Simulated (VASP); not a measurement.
Write the native input for VASP 6.6.1 that does the following.

```
Task                               : single point
Functional                         : r2SCAN50
Potentials or basis                : VASP PAW PBE potentials, release 64 (Ti_sv)
Cutoff                             : 520 eV
k mesh                             : 5 × 5 × 3
Occupations                        : fermi-dirac, width 0.05 eV
Spin                               : no spin polarisation
Dipole correction                  : no
Grid for exact exchange (PRECFOCK) : Normal
Further INCAR settings             : ALGO = Normal; EDIFF = 1e-07; NBANDS = 19
Share of exact exchange            : 0.5
```

Crystal: Ti.

```xyz
2
Lattice="2.8898 0.0000 0.0000 -1.4449 2.5026 0.0000 0.0000 0.0000 4.5845" Properties=species:S:1:pos:R:3 pbc="T T T"
Ti    1.4449    0.8342    3.4383
Ti    0.0000    1.6684    1.1461
```

These files were run (other wordings do the same):

POSCAR

```
Ti
1.0
    2.8897790207      0.0000000000      0.0000000000
   -1.4448895104      2.5026220433      0.0000000000
    0.0000000000      0.0000000000      4.5844629888
Ti
2
Direct
    0.6666666667      0.3333333333      0.7500000000
    0.3333333333      0.6666666667      0.2500000000
```

INCAR.step1

```
ALGO     = Normal         # electronic algorithm
EDIFF    = 1E-5           # SCF threshold, eV
ENCUT    = 520            # plane-wave cutoff, eV
GGA      = PE             # functional
ISIF     = 2              # what is computed and relaxed
ISMEAR   = -1             # smearing method
LASPH    = True           # aspherical terms in the spheres
LCHARG   = False          # write CHGCAR
LREAL    = False          # projectors in reciprocal space
LWAVE    = True           # write WAVECAR
NBANDS   = 19             # bands
NELM     = 100            # most SCF steps
PREC     = Accurate       # precision mode
SIGMA    = 0.05           # smearing width, eV
```

INCAR.step2

```
AEXX     = 0.5            # exact-exchange fraction
ALGO     = Normal         # electronic algorithm
EDIFF    = 1E-7           # SCF threshold, eV
ENCUT    = 520            # plane-wave cutoff, eV
ISIF     = 2              # what is computed and relaxed
ISMEAR   = -1             # smearing method
ISTART   = 1            
LASPH    = True           # aspherical terms in the spheres
LCHARG   = False          # write CHGCAR
LHFCALC  = True           # exact exchange
LMIXTAU  = True         
LREAL    = False          # projectors in reciprocal space
LWAVE    = False          # write WAVECAR
METAGGA  = R2SCAN         # meta-GGA
NBANDS   = 19             # bands
NELM     = 100            # most SCF steps
PREC     = Accurate       # precision mode
PRECFOCK = Normal       
SIGMA    = 0.05           # smearing width, eV
```

KPOINTS

```
k-points
0
Gamma
  5 5 3
```

Potentials or basis: VASP PAW PBE potentials, release 64 (Ti_sv).

Command:

```bash
$ cat potpaw_PBE.64/Ti_sv/POTCAR > POTCAR
$ cp INCAR.step1 INCAR
$ mpirun -np 1 vasp_std > vasp.out
$ cp INCAR.step2 INCAR
$ mpirun -np 1 vasp_std > vasp.out
```

It gave:

```json
{
  "Pressure": "2.9 GPa",
  "Band gap on the k mesh": "zero (bands 12 and 13 overlap by 2.79 eV)"
}
```

Caveat: the k points lie up to 0.50 Å⁻¹ apart, too coarse for converged energies and pressures of a metal; the PAW data sets were made with another functional, which shifts forces and pressure a little.

Run time: 33 min on 1 thread of Intel(R) Xeon(R) Platinum 8375C CPU @ 2.90GHz (Ice Lake), on a shared host, peak memory 0.16 GiB.
